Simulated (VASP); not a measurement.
# Te (Fd-3m) in VASP: a series of runs

Runs on Te. Level: PBE+D3(BJ). Tasks: single point, relaxation of cell and atoms.

Program: VASP 6.6.1. These are calculated values, not measurements. Logs are shortened: lines on timing, memory, paths and dates and some standing lists are left out, and cuts for length are marked.

## Step 1: The cell of the first run

It takes space group Fd-3m (No. 227, cubic). The conventional cell has a = 6.345 Å, b = 6.345 Å, c = 6.345 Å, α = 90.00°, β = 90.00°, γ = 90.00°. Te (site symmetry -43m) has 4 Te at 2.75 Å within 3.6 Å.

This isn't the form of Te at room conditions, which is trigonal, of chains.

## Step 2: Single point, PBE+D3(BJ)

INCAR

```
PREC     = Accurate       # precision mode
ENCUT    = 500            # plane-wave cutoff, eV
EDIFF    = 1E-6           # SCF threshold, eV
ISMEAR   = -1             # smearing method
SIGMA    = 0.05           # smearing width, eV
LREAL    = F              # projectors in reciprocal space
LASPH    = T              # aspherical terms in the spheres
NELM     = 120            # most SCF steps
ALGO     = Normal         # electronic algorithm
ISIF     = 2              # what is computed and relaxed
LWAVE    = F              # write WAVECAR
LCHARG   = F              # write CHGCAR
GGA      = PE             # functional
IVDW     = 12             # dispersion correction
NBANDS   = 13             # bands
GGA_COMPAT= F
```

KPOINTS

```
Automatic mesh
0
Gamma
  5 5 5
```

POSCAR

```
Te
1.0
    0.0000000000      3.1723883701      3.1723883701
    3.1723883701      0.0000000000      3.1723883701
    3.1723883701      3.1723883701      0.0000000000
Te
2
Direct
    1.0000000000      1.0000000000      1.0000000000
    0.2500000000      0.2500000000      0.2500000000
```

Potentials or basis: VASP PAW PBE potentials, release 64 (Te).

Started as:

```
cat potpaw_PBE.64/Te/POTCAR > POTCAR
mpirun -np 1 vasp_std > vasp.out
```

OUTCAR:

```text
PREC = Accurate
   ENCUT = 500
   EDIFF = 1E-6
   ISMEAR = -1
   LREAL = F
   LASPH = T
   NELM = 120
   ISIF = 2
   GGA = PE
   IVDW = 12
 IVDW          = 12

 ion  position               nearest neighbor table
   1  0.000  0.000  0.000-   2 2.75   2 2.75   2 2.75   2 2.75
   2  0.250  0.250  0.250-   1 2.75   1 2.75   1 2.75   1 2.75

  LATTYP: Found a face centered cubic cell.
 ALAT       =     6.3447767402

  Lattice vectors:

 A1 = (   0.0000000000,   3.1723883701,   3.1723883701)
 A2 = (   3.1723883701,   0.0000000000,   3.1723883701)
 A3 = (   3.1723883701,   3.1723883701,   0.0000000000)

Analysis of symmetry for initial positions (statically):
=====================================================================
 Subroutine PRICEL returns:
 Original cell was already a primitive cell.

 Routine SETGRP: Setting up the symmetry group for a
 face centered cubic supercell.

 Subroutine GETGRP returns: Found 48 space group operations
 (whereof 24 operations were pure point group operations)
 out of a pool of 48 trial point group operations.

The static configuration has the point symmetry T_d .
 The point group associated with its full space group is O_h .

Analysis of symmetry for dynamics (positions and initial velocities):
=====================================================================
 Subroutine PRICEL returns:
 Original cell was already a primitive cell.

 Routine SETGRP: Setting up the symmetry group for a
 face centered cubic supercell.

 Subroutine GETGRP returns: Found 48 space group operations
 (whereof 24 operations were pure point group operations)
 out of a pool of 48 trial point group operations.

The dynamic configuration has the point symmetry T_d .
 The point group associated with its full space group is O_h .

 Subroutine INISYM returns: Found 48 space group operations
 (whereof 24 operations are pure point group operations),
 and found     1 'primitive' translations

----------------------------------------------------------------------------------------

                                     Primitive cell

  volume of cell :      63.8541

  direct lattice vectors                    reciprocal lattice vectors
     0.000000000  3.172388370  3.172388370    -0.157609959  0.157609959  0.157609959
     3.172388370  0.000000000  3.172388370     0.157609959 -0.157609959  0.157609959
     3.172388370  3.172388370  0.000000000     0.157609959  0.157609959 -0.157609959

  length of vectors
     4.486434658  4.486434658  4.486434658     0.272988456  0.272988456  0.272988456

  position of ions in fractional coordinates (direct lattice)
[... 74 lines left out ...]
   PSTRESS=    0.0 pullay stress
   NELECT =      12.0000    total number of electrons
   NUPDOWN=      -1.0000    fix difference up-down
   EMIN   =  10.00;   EMAX   =-10.00  energy-range for DOS
   EFERMI =   0.00;   METHOD = LEGACY
   ISMEAR =    -1;   SIGMA  =   0.05  broadening in eV -4-tet -1-fermi 0-gaus
   EFERMI_NEDOS =   21; number of points for ismear=-14 and -15
   IALGO  =     38    algorithm
   IMIX   =      4    mixing-type and parameters
     AMIX     =   0.40;   BMIX     =  1.00
     AMIX_MAG =   1.60;   BMIX_MAG =  1.00
  volume/ion in A,a.u.               =      31.93       215.45
  Fermi-wavevector in a.u.,A,eV,Ry     =   0.937718  1.772030 11.963806  0.879315
  Thomas-Fermi vector in A             =   2.064857
   LORBIT       =      0    0 simple, 1 ext, 2 COOP (PROOUT), +10 PAW based schemes
   GGA     = PE    functional components
   LHFCALC =     F    Hartree Fock is set to
   AEXX    =    0.0000 exact exchange contribution
   IVDW    =    12    specifies the selected vdW correction
   LEPSILON=     F    determine dielectric tensor
   LRPA    =     F    only Hartree local field effects (RPA)
 non-spin polarized calculation
  energy-cutoff  :      500.00
  volume of cell :       63.85
 maximum number of plane-waves:      1639
 NGX is ok and might be reduce to    36
   NGX = 17   NGY = 17   NGZ = 17

 number of electron      11.9999999 magnetization

 Free energy of the ion-electron system (eV)
  ---------------------------------------------------
  ext. energy  EPLUGINS =         0.00000000
  ---------------------------------------------------
  free energy    TOTEN  =        -3.99181291 eV

  energy without entropy =       -3.97097812  energy(sigma->0) =       -3.98139552

 E-fermi :   7.2453     XC(G=0):  -9.1410

 val. band max:        7.1925943542   @ k =  -0.2000   0.2000   0.0000
 cond. band min:       7.2671076138   @ k =   0.4000   0.0000   0.0000
 fundamental gap:      0.0745132596
 Fermi energy:         7.2453342191

 k-point     1 :       0.0000    0.0000    0.0000
  band No.  band energies     occupation
      1      -8.2048      2.00000
      2      -0.0430      2.00000
      3       3.1465      2.00000
      4       3.1465      2.00000
      5       3.1465      2.00000
      6       6.0464      2.00000
      7       6.0464      2.00000
      8       6.0464      2.00000
      9      10.5883      0.00000
     10      12.8990      0.00000
     11      12.8990      0.00000
     12      14.4702      0.00000
     13      14.4702      0.00000
[... 130 lines left out ...]
  band No.  band energies     occupation
      1      -6.2077      2.00000
      2      -4.6036      2.00000
      3       0.7604      2.00000
      4       1.3157      2.00000
      5       5.8647      2.00000
      6       6.6074      1.99999
      7       8.3719      0.00000
      8       9.3554      0.00000
      9      11.9360      0.00000
     10      12.7757      0.00000
     11      14.8053      0.00000
     12      16.0125      0.00000
     13      16.9376      0.00000

------------------------ aborting loop because EDIFF is reached ----------------------------------------

 Edisp (eV)   -0.90327

 E8    (eV) :    -0.4121

  FORCE on cell =-STRESS in cart. coord.  units (eV):
  Direction    XX          YY          ZZ          XY          YZ          ZX
  --------------------------------------------------------------------------------------
  -------------------------------------------------------------------------------------
  Total       8.03920     8.03920     8.03920     0.00000    -0.00000     0.00000
  in kB     201.71327   201.71327   201.71327     0.00000    -0.00000     0.00000
  external pressure =      201.71 kB  Pullay stress =        0.00 kB

 VOLUME and BASIS-vectors are now :
 -----------------------------------------------------------------------------
  energy-cutoff  :      500.00
  volume of cell :       63.85
      direct lattice vectors                 reciprocal lattice vectors
     0.000000000  3.172388370  3.172388370    -0.157609959  0.157609959  0.157609959
     3.172388370  0.000000000  3.172388370     0.157609959 -0.157609959  0.157609959
     3.172388370  3.172388370  0.000000000     0.157609959  0.157609959 -0.157609959

 POSITION                                       TOTAL-FORCE (eV/Angst)
 -----------------------------------------------------------------------------------
      0.00000      0.00000      0.00000        -0.000000     -0.000000     -0.000000
      1.58619      1.58619      1.58619         0.000000      0.000000      0.000000
 -----------------------------------------------------------------------------------
    total drift:                                0.000000      0.000000     -0.000000

  FREE ENERGIE OF THE ION-ELECTRON SYSTEM (eV)
  ---------------------------------------------------
  free  energy   TOTEN  =        -4.8950847818 eV

  energy  without entropy=       -4.8742499896  energy(sigma->0) =       -4.88466739
```

OSZICAR:

```text
N       E                     dE             d eps       ncg     rms          rms(c)
DAV:   1     0.420314784186E+02    0.42031E+02   -0.40447E+03   260   0.681E+02
DAV:   2    -0.169462701361E+01   -0.43726E+02   -0.41606E+02   359   0.121E+02
DAV:   3    -0.397817840286E+01   -0.22836E+01   -0.22362E+01   315   0.266E+01
DAV:   4    -0.401144765019E+01   -0.33269E-01   -0.33259E-01   310   0.411E+00
DAV:   5    -0.401228698171E+01   -0.83933E-03   -0.83932E-03   325   0.665E-01    0.217E+01
DAV:   6    -0.399729366023E+01    0.14993E-01   -0.80877E-03   290   0.460E-01    0.130E+01
DAV:   7    -0.399198573327E+01    0.53079E-02   -0.13938E-02   285   0.595E-01    0.234E-01
DAV:   8    -0.399181069618E+01    0.17504E-03   -0.69413E-04   285   0.151E-01    0.991E-02
DAV:   9    -0.399181285150E+01   -0.21553E-05   -0.58552E-05   305   0.410E-02    0.567E-02
DAV:  10    -0.399181291130E+01   -0.59802E-07   -0.65390E-06   300   0.131E-02
   1 F= -.48950848E+01 E0= -.48846674E+01  d E =-.208348E-01
```

Wall time 5 s (1 thread of Intel Xeon 6975P-C (Granite Rapids), shared host); peak memory 0.19 GiB.

Results:

| Quantity | Value |
| --- | --- |
| Free energy | -4.8951 eV |
| Pressure | 20.2 GPa |
| Band gap on the k mesh | zero (bands 6 and 7 overlap by 1.39 eV) |
| Dispersion energy per atom | -0.452 eV |

Caveat: the cell stands under pressure; spin-orbit coupling is left out, which moves the levels of the heavy elements.

## Step 3: Single point, PBE+D3(BJ)

This run uses another cell than the first one, of 35.86 Å³/atom.

INCAR is that of step 2.

KPOINTS

```
regular mesh
0
Gamma
  5 5 5
```

POSCAR

```
Te
1.0
    0.0000000000      3.2977471855      3.2977471855
    3.2977471855      0.0000000000      3.2977471855
    3.2977471855      3.2977471855      0.0000000000
Te
2
Direct
    1.0000000000      1.0000000000      1.0000000000
    0.2500000000      0.2500000000      0.2500000000
```

Potentials or basis: VASP PAW PBE potentials, release 64 (Te).

Started as:

```
cat potpaw_PBE.64/Te/POTCAR > POTCAR
mpirun -np 1 vasp_std > vasp.out
```

Wall time 5 s (1 thread of Intel Xeon 6975P-C (Granite Rapids), shared host); peak memory 0.2 GiB.

Results (log left out):

```yaml
Free_energy: -5.6147 eV
Pressure: 10.0 GPa
Band_gap_on_the_k_mesh: zero (bands 6 and 7 overlap by 1.18 eV)
Dispersion_energy_per_atom: -0.395 eV
```

Levels at points of the mesh, in eV from the Fermi level:
```tsv
k point	band 4	band 5	band 6	band 7	band 8	band 9
(0.00, 0.00, 0.00)	-3.77	-3.77	-1.04	-1.04	-1.04	3.43
```

Caveat: the cell stands under pressure; spin-orbit coupling is left out, which moves the levels of the heavy elements.

(Part 1 of 2 ends here.)
